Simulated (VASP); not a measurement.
Write the native input for VASP 6.6.1 that does the following.

- Task: single point
- Functional: r2SCAN
- Potentials or basis: VASP PAW PBE potentials, release 64 (Cs_sv, H)
- Cutoff: 520 eV
- k mesh: 6 × 6 × 6
- Occupations: gaussian, width 0.05 eV
- Spin: no spin polarisation
- Dipole correction: no
- Further INCAR settings: ALGO = Normal; EDIFF = 1e-06; NBANDS = 12

Crystal: CsH.

```
Cs H
1.0
     0.00000    3.06048    3.06048
     3.06048    0.00000    3.06048
     3.06048    3.06048    0.00000
Cs H
1 1
Direct
  0.00000 0.00000 0.00000
  0.50000 0.50000 0.50000
```

This cell differs from its parent crystal: strain -0.040 along x and y, -0.040 along z.

The input as run:

POSCAR

```
CsH
1.0
    0.0000000000      3.0604800000      3.0604800000
    3.0604800000      0.0000000000      3.0604800000
    3.0604800000      3.0604800000      0.0000000000
Cs H
1 1
Direct
    0.0000000000      0.0000000000      0.0000000000
    0.5000000000      0.5000000000      0.5000000000
```

INCAR.step1

```
  ALGO = Normal
  EDIFF = 1E-4
  ENCUT = 520
  GGA = PE
  ISMEAR = 0
  LASPH = True
  LCHARG = False
  LREAL = False
  LWAVE = True
  NBANDS = 12
  NELM = 100
  PREC = Accurate
  SIGMA = 0.05
```

INCAR.step2

```
  ALGO = Normal
  EDIFF = 1E-6
  ENCUT = 520
  ISIF = 2
  ISMEAR = 0
  ISTART = 1
  LASPH = True
  LCHARG = False
  LMIXTAU = True
  LREAL = False
  LWAVE = False
  METAGGA = R2SCAN
  NBANDS = 12
  NELM = 100
  PREC = Accurate
  SIGMA = 0.05
```

KPOINTS

```
k-points
0
Gamma
  6 6 6
```

Potentials or basis: VASP PAW PBE potentials, release 64 (Cs_sv, H).

Command:

```sh
$ cat potpaw_PBE.64/Cs_sv/POTCAR potpaw_PBE.64/H/POTCAR > POTCAR
$ cp INCAR.step1 INCAR
$ mpirun -np 1 vasp_std > vasp.out
$ cp INCAR.step2 INCAR
$ mpirun -np 1 vasp_std > vasp.out
```

It gave:

- Pressure: 1.6 GPa
- Band gap on the k mesh: 2.50 eV, direct

Caveat: the cell differs from its parent crystal (strain -0.040 along x and y, -0.040 along z); the PAW data sets were made with another functional, which shifts forces and pressure a little; spin-orbit coupling is left out, which moves the levels of the heavy elements.

It took 21 s on 1 thread of Intel(R) Xeon(R) Platinum 8559C (Emerald Rapids) (shared host), peak memory 0.17 GiB.
